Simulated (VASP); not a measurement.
Set up this calculation in VASP 6.6.1, as the native input.

| Property | Result |
| --- | --- |
| Task | relaxation of cell and atoms |
| Functional | LDA |
| Potentials or basis | VASP PAW LDA potentials, release 64 (Ga_d, Si, Re) |
| Cutoff | 600 eV |
| k mesh | 12 × 12 × 6 |
| Occupations | gaussian, width 0.01 eV |
| Spin | no spin polarisation |
| Dipole correction | no |
| Further INCAR settings | ALGO = Normal; EDIFF = 1e-06; IBRION = 2; EDIFFG = -0.005; NSW = 70; ISIF = 3 |

The structure of GaReSi lies in POSCAR:

```
GaReSi
1.0
    3.2103103542      0.0000000000      0.0000000000
    0.0000000000      3.2103103542      0.0000000000
    0.0000000000      0.0000000000      8.1154343491
Ga Si Re
2 2 2
Direct
    0.5000000000      0.0000000000      0.9136582377
    0.0000000000      0.5000000000      0.0863417623
    0.0000000000      0.5000000000      0.4155231367
    0.5000000000      0.0000000000      0.5844768633
    0.0000000000      0.5000000000      0.7287746583
    0.5000000000      0.0000000000      0.2712253417
```

One way to write it, as run:

INCAR

```
PREC = Accurate
ENCUT = 600
EDIFF = 1E-6
ISMEAR = 0
SIGMA = 0.01
LREAL = F
LASPH = T
NELM = 100
ALGO = Normal
ISIF = 3
LWAVE = F
LCHARG = F
IBRION = 2
NSW = 70
EDIFFG = -0.005
```

KPOINTS

```
Automatic mesh
0
Gamma
  12 12 6
```

Potentials or basis: VASP PAW LDA potentials, release 64 (Ga_d, Si, Re).

Run with:

```console
$ cat potpaw_LDA.64/Ga_d/POTCAR potpaw_LDA.64/Si/POTCAR potpaw_LDA.64/Re/POTCAR > POTCAR
$ mpirun -np 1 vasp_std > vasp.out
```

Results of the run:

* Relaxed volume: 13.33 Å³/atom
* Relaxed cell: a = 3.166 Å, b = 3.166 Å, c = 7.977 Å, α = 90.00°, β = 90.00°, γ = 90.00°
* Space group after relaxing (to 0.05 Å): P4/nmm (No. 129)
* Energy gained by relaxing: 18.8 meV/atom
* Ionic steps: 12
* Pressure after relaxing: 0.0 GPa
* Band gap on the k mesh: 0.17 eV, indirect (least direct gap 0.86 eV)

Caveat: spin-orbit coupling is left out, which moves the levels of the heavy elements.

Wall time 15 min on 1 thread of Intel(R) Xeon(R) 6975P-C (Granite Rapids), with other jobs on the host, peak memory 0.44 GiB.
